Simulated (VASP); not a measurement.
# Ni (Im-3m) in VASP: a series of runs

Ni is run at these levels: LDA; tasks: single point.

All numbers are computed with VASP 6.6.1; they aren't measurements. Logs are shortened: lines on timing, memory, paths and dates and some standing lists are left out, and cuts for length are marked.

### Step 1. The cell of the first run

It takes space group Im-3m (No. 229, cubic). The conventional cell has a = 2.941 Å, b = 2.941 Å, c = 2.941 Å, α = 90.00°, β = 90.00°, γ = 90.00°. Ni (site symmetry m-3m) has 14 Ni at 2.55 to 2.94 Å within 3.4 Å.

### Step 2. Single point, LDA, collinear spin, ferromagnetic start (volume scaled by 1.2)

Input file INCAR:

```
SYSTEM = Ni
PREC = Accurate ; ENCUT = 520
EDIFF = 1E-6 ; ISMEAR = -1
SIGMA = 0.05 ; LREAL = .FALSE.
LASPH = .TRUE. ; NELM = 150
ALGO = Normal ; ISIF = 2
LWAVE = .FALSE. ; LCHARG = .TRUE.
ISPIN = 2 ; MAGMOM = 1.5
LORBIT = 11 ; LMAXMIX = 4
GGA = CA ; LELF = .TRUE.
LVHAR = .TRUE. ; NBANDS = 15
```

Input file KPOINTS:

```
Automatic mesh
0
G
  17 17 17
  0 0 0
```

Input file POSCAR:

```
Ni
1.0
   -1.4704171015      1.4704171015      1.4704171015
    1.4704171015     -1.4704171015      1.4704171015
    1.4704171015      1.4704171015     -1.4704171015
Ni
1
Direct
    0.0000000000      0.0000000000      0.0000000000
```

Potentials or basis: VASP PAW LDA potentials, release 64 (Ni).

Run with:

```console
cat potpaw_LDA.64/Ni/POTCAR > POTCAR
mpirun -np 1 vasp_std > vasp.out
```

OUTCAR:

```text
SYSTEM = Ni
   PREC = Accurate
   ENCUT = 520
   EDIFF = 1E-6
   ISMEAR = -1
   LREAL = .FALSE.
   LASPH = .TRUE.
   NELM = 150
   ISIF = 2
   ISPIN = 2
   LORBIT = 11
   GGA = CA

 ion  position               nearest neighbor table
   1  0.000  0.000  0.000-

  LATTYP: Found a body centered cubic cell.
 ALAT       =     2.9408342030

  Lattice vectors:

 A1 = (  -1.4704171015,   1.4704171015,   1.4704171015)
 A2 = (   1.4704171015,  -1.4704171015,   1.4704171015)
 A3 = (   1.4704171015,   1.4704171015,  -1.4704171015)

Analysis of symmetry for initial positions (statically):
=====================================================================
 Subroutine PRICEL returns:
 Original cell was already a primitive cell.

 Routine SETGRP: Setting up the symmetry group for a
 body centered cubic supercell.

 Subroutine GETGRP returns: Found 48 space group operations
 (whereof 48 operations were pure point group operations)
 out of a pool of 48 trial point group operations.

The static configuration has the point symmetry O_h .

Analysis of symmetry for dynamics (positions and initial velocities):
=====================================================================
 Subroutine PRICEL returns:
 Original cell was already a primitive cell.

 Routine SETGRP: Setting up the symmetry group for a
 body centered cubic supercell.

 Subroutine GETGRP returns: Found 48 space group operations
 (whereof 48 operations were pure point group operations)
 out of a pool of 48 trial point group operations.

The dynamic configuration has the point symmetry O_h .

Analysis of structural, dynamic, and magnetic symmetry:
=====================================================================
 Subroutine PRICEL returns:
 Original cell was already a primitive cell.

 Routine SETGRP: Setting up the symmetry group for a
 body centered cubic supercell.

 Subroutine GETGRP returns: Found 48 space group operations
 (whereof 48 operations were pure point group operations)
 out of a pool of 48 trial point group operations.

The overall configuration has the point symmetry O_h .

 Subroutine INISYM returns: Found 48 space group operations
 (whereof 48 operations are pure point group operations),
 and found     1 'primitive' translations

----------------------------------------------------------------------------------------

                                     Primitive cell

  volume of cell :      12.7169

  direct lattice vectors                    reciprocal lattice vectors
    -1.470417102  1.470417102  1.470417102     0.000000000  0.340039571  0.340039571
     1.470417102 -1.470417102  1.470417102     0.340039571  0.000000000  0.340039571
     1.470417102  1.470417102 -1.470417102     0.340039571  0.340039571  0.000000000

  length of vectors
     2.546837128  2.546837128  2.546837128     0.480888573  0.480888573  0.480888573

  position of ions in fractional coordinates (direct lattice)
     0.000000000  0.000000000  0.000000000

  ion indices of the primitive-cell ions
   primitive index   ion index
                 1           1

----------------------------------------------------------------------------------------

 KPOINTS: Automatic mesh

Automatic generation of k-mesh.
 Grid dimensions read from file:
 generate k-points for:   17   17   17

 Generating k-lattice:

  Cartesian coordinates                     Fractional coordinates (reciprocal lattice)
     0.000000000  0.020002328  0.020002328     0.058823529  0.000000000  0.000000000
     0.020002328  0.000000000  0.020002328     0.000000000  0.058823529  0.000000000
     0.020002328  0.020002328  0.000000000     0.000000000  0.000000000  0.058823529

  Length of vectors
     0.028287563  0.028287563  0.028287563

  Shift w.r.t. Gamma in fractional coordinates (k-lattice)
     0.000000000  0.000000000  0.000000000

 Subroutine IBZKPT returns following result:
 ===========================================

 Found    165 irreducible k-points:

 Following reciprocal coordinates:
            Coordinates               Weight
  0.000000  0.000000  0.000000      1.000000
  0.058824  0.000000  0.000000     12.000000
  0.117647  0.000000  0.000000     12.000000
  0.176471  0.000000  0.000000     12.000000
  0.235294  0.000000  0.000000     12.000000
  0.294118  0.000000  0.000000     12.000000
[... 16 lines left out ...]
  0.411765  0.117647  0.000000     48.000000
  0.176471  0.176471  0.000000     24.000000
 [... further k-points ...]
   k-points           NKPTS =    165   k-points in BZ     NKDIM =    165   number of bands    NBANDS=     15
   number of dos      NEDOS =    301   number of ions     NIONS =      1
   total plane-waves  NPLWV =   8000
   dimension x,y,z NGX =    20 NGY =   20 NGZ =   20
   dimension x,y,z NGXF=    40 NGYF=   40 NGZF=   40
   ions per type =               1
   NGX,Y,Z   is equivalent  to a cutoff of  13.06, 13.06, 13.06 a.u.
   NGXF,Y,Z  is equivalent  to a cutoff of  26.11, 26.11, 26.11 a.u.
 SYSTEM =  Ni
   PREC   = accura    normal or accurate (medium, high low for compatibility)
   ISTART =      0    job   : 0-new  1-cont  2-samecut
   ICHARG =      2    charge: 1-file 2-atom 10-const
   ISPIN  =      2    spin polarized calculation?
   LNONCOLLINEAR =      F non collinear calculations
   LSORBIT =      F    spin-orbit coupling
   LASPH  =      T    aspherical Exc in radial PAW
   ENCUT  =  520.0 eV  38.22 Ry    6.18 a.u.   4.74  4.74  4.74*2*pi/ulx,y,z
   NELM   =    150;   NELMIN=  2; NELMDL= -5     # of ELM steps
   EDIFF  = 0.1E-05   stopping-criterion for ELM
   LREAL  =      F    real-space projection
[... 7 lines left out ...]
   TEBEG  =    0.0;   TEEND  =   0.0 temperature during run
   PSTRESS=    0.0 pullay stress
   NELECT =      10.0000    total number of electrons
   NUPDOWN=      -1.0000    fix difference up-down
   EMIN   =  10.00;   EMAX   =-10.00  energy-range for DOS
   EFERMI =   0.00;   METHOD = LEGACY
   ISMEAR =    -1;   SIGMA  =   0.05  broadening in eV -4-tet -1-fermi 0-gaus
   EFERMI_NEDOS =   21; number of points for ismear=-14 and -15
   IALGO  =     38    algorithm
   IMIX   =      4    mixing-type and parameters
     AMIX     =   0.40;   BMIX     =  1.00
     AMIX_MAG =   1.60;   BMIX_MAG =  1.00
  volume/ion in A,a.u.               =      12.72        85.82
  Fermi-wavevector in a.u.,A,eV,Ry     =   1.511057  2.855484 31.066106  2.283294
  Thomas-Fermi vector in A             =   2.621165
   LORBIT       =     11    0 simple, 1 ext, 2 COOP (PROOUT), +10 PAW based schemes
   GGA     = CA    functional components
   LHFCALC =     F    Hartree Fock is set to
   AEXX    =    0.0000 exact exchange contribution
   IVDW    =     0    specifies the selected vdW correction
   LEPSILON=     F    determine dielectric tensor
   LRPA    =     F    only Hartree local field effects (RPA)
 spin polarized calculation
  energy-cutoff  :      520.00
  volume of cell :       12.72
 maximum number of plane-waves:       370
   NGX =  9   NGY =  9   NGZ =  9

 number of electron      10.0000000 magnetization       1.5000000

 number of electron       9.9999987 magnetization       0.5862583

 Free energy of the ion-electron system (eV)
  ---------------------------------------------------
  ext. energy  EPLUGINS =         0.00000000
  ---------------------------------------------------
  free energy    TOTEN  =        -6.15508255 eV

  energy without entropy =       -6.13670695  energy(sigma->0) =       -6.14589475

 E-fermi :   6.9025     XC(G=0): -12.7087

 val. band max:        6.8988756334   @ k =  -0.2941   0.4118   0.1176
 cond. band min:       6.9032226164   @ k =   0.2941   0.1176   0.0000
 fundamental gap:      0.0043469830
 Fermi energy:         6.9025019867

 spin component 1

 k-point     1 :       0.0000    0.0000    0.0000
  band No.  band energies     occupation
      1      -0.9703      1.00000
      2       4.9743      1.00000
      3       4.9743      1.00000
      4       4.9743      1.00000
      5       6.1085      1.00000
      6       6.1085      1.00000
      7      31.7922      0.00000
      8      31.7922      0.00000
      9      31.7922      0.00000
     10      35.0722      0.00000
     11      35.0722      0.00000
     12      35.0722      0.00000
     13      35.7187      0.00000
     14      35.7187      0.00000
     15      36.6748      0.00000
[... 397 lines left out ...]
 k-point    24 :       0.1765    0.1765    0.0000
  band No.  band energies     occupation
      1       2.0711      1.00000
      2       4.6050      1.00000
      3       4.6309      1.00000
      4       5.8622      1.00000
      5       6.1836      1.00000
      6       6.4303      0.99992
      7      20.7602      0.00000
      8      21.1002      0.00000
      9      26.3242      0.00000
     10      31.5294      0.00000
     11      33.9145      0.00000
     12      37.2545      0.00000
     13      40.0033      0.00000
     14      43.0629      0.00000
     15      44.8080      0.00000

 [... further k-points ...]

 spin component 2

 k-point     1 :       0.0000    0.0000    0.0000
  band No.  band energies     occupation
      1      -0.9307      1.00000
      2       5.5717      1.00000
      3       5.5717      1.00000
      4       5.5717      1.00000
      5       6.6341      0.99536
      6       6.6341      0.99536
      7      31.7703      0.00000
      8      31.7703      0.00000
      9      31.7703      0.00000
     10      35.2370      0.00000
     11      35.2370      0.00000
     12      35.2370      0.00000
     13      35.7406      0.00000
     14      35.7406      0.00000
     15      36.8495      0.00000
[... 397 lines left out ...]
 k-point    24 :       0.1765    0.1765    0.0000
  band No.  band energies     occupation
      1       2.1551      1.00000
      2       5.1313      1.00000
      3       5.1821      1.00000
      4       6.4015      0.99996
      5       6.7459      0.95821
      6       7.0090      0.10631
      7      20.9037      0.00000
      8      21.2389      0.00000
      9      26.4300      0.00000
     10      31.5802      0.00000
     11      34.0226      0.00000
     12      37.3232      0.00000
     13      40.1127      0.00000
     14      43.1196      0.00000
     15      44.9101      0.00000

 [... further k-points ...]
[... 5 lines left out ...]
  --------------------------------------------------------------------------------------
  -------------------------------------------------------------------------------------
  Total       -2.5345660     -2.5345660     -2.5345660      0.0000000      0.0000000      0.0000000
  in kB     -319.3247339   -319.3247339   -319.3247339      0.0000000      0.0000000      0.0000000
  external PRESSURE =    -319.3247339 kB  Pullay stress =       0.0000000 kB

 VOLUME and BASIS-vectors are now :
 -----------------------------------------------------------------------------
  energy-cutoff  :      520.00
  volume of cell :       12.72
      direct lattice vectors                 reciprocal lattice vectors
    -1.470417102  1.470417102  1.470417102     0.000000000  0.340039571  0.340039571
     1.470417102 -1.470417102  1.470417102     0.340039571  0.000000000  0.340039571
     1.470417102  1.470417102 -1.470417102     0.340039571  0.340039571  0.000000000

 POSITION                                       TOTAL-FORCE (eV/Angst)
 -----------------------------------------------------------------------------------
      0.00000      0.00000      0.00000        -0.000000      0.000000      0.000000
 -----------------------------------------------------------------------------------
    total drift:                                0.000000     -0.000000     -0.000000

  FREE ENERGIE OF THE ION-ELECTRON SYSTEM (eV)
  ---------------------------------------------------
  free  energy   TOTEN  =        -6.1550825516 eV

  energy  without entropy=       -6.1367069479  energy(sigma->0) =       -6.14589475

 total charge

# of ion       s       p       d       tot
------------------------------------------
    1        0.436   0.367   8.290   9.094

 magnetization (x)

# of ion       s       p       d       tot
------------------------------------------
    1       -0.003  -0.012   0.611   0.596
```

Wall time 31 s (1 thread of AMD EPYC 9R45 (Zen 5), shared host); peak memory 0.12 GiB.

Results:

```
Free energy                                           : -6.1551 eV
Pressure                                              : -31.9 GPa
Net moment                                            : 0.59 μB per cell
Site moments                                          : Ni +0.60 μB
Valence electrons inside the program's atomic spheres : Ni 9.09
```

### Step 3. Single point, LDA, collinear spin, ferromagnetic start (volume scaled by 1.2)

Input file INCAR:

```
  PREC = Accurate
  ENCUT = 520
  EDIFF = 1E-6
  ISMEAR = -1
  SIGMA = 0.05
  LREAL = False
  LASPH = True
  NELM = 150
  ALGO = Normal
  ISIF = 2
  LWAVE = False
  LCHARG = True
  ISPIN = 2
  MAGMOM = 1.5
  LORBIT = 11
  LMAXMIX = 4
  GGA = CA
  LELF = True
  LVHAR = True
  NBANDS = 15
```

Input file KPOINTS:

```
regular mesh
0
Gamma
  17 17 17
```

POSCAR is that of step 2.

Potentials or basis: VASP PAW LDA potentials, release 64 (Ni).

Run with:

```console
cat potpaw_LDA.64/Ni/POTCAR > POTCAR
mpirun -np 1 vasp_std > vasp.out
```

It took 28 s on 1 thread of AMD EPYC 9R45 (Zen 5), shared host; peak memory 0.13 GiB.

Results (log left out):

| Item | Value |
| --- | --- |
| Free energy | -6.1551 eV |
| Pressure | -31.9 GPa |
| Net moment | 0.59 μB per cell |
| Site moments | Ni +0.60 μB |
| Valence electrons inside the program's atomic spheres | Ni 9.09 |

Levels at points of the mesh, in eV from the Fermi level:
Spin up:
```csv
k point,band 3,band 4,band 5,band 6,band 7,band 8
"(0.00, 0.00, 0.00)",-1.93,-1.93,-0.79,-0.79,24.89,24.89
```
Spin down:
```tsv
k point	band 2	band 3	band 4	band 5	band 6	band 7	band 8	band 9
(0.00, 0.00, 0.00)	-1.33	-1.33	-1.33	-0.27	-0.27	24.87	24.87	24.87
```
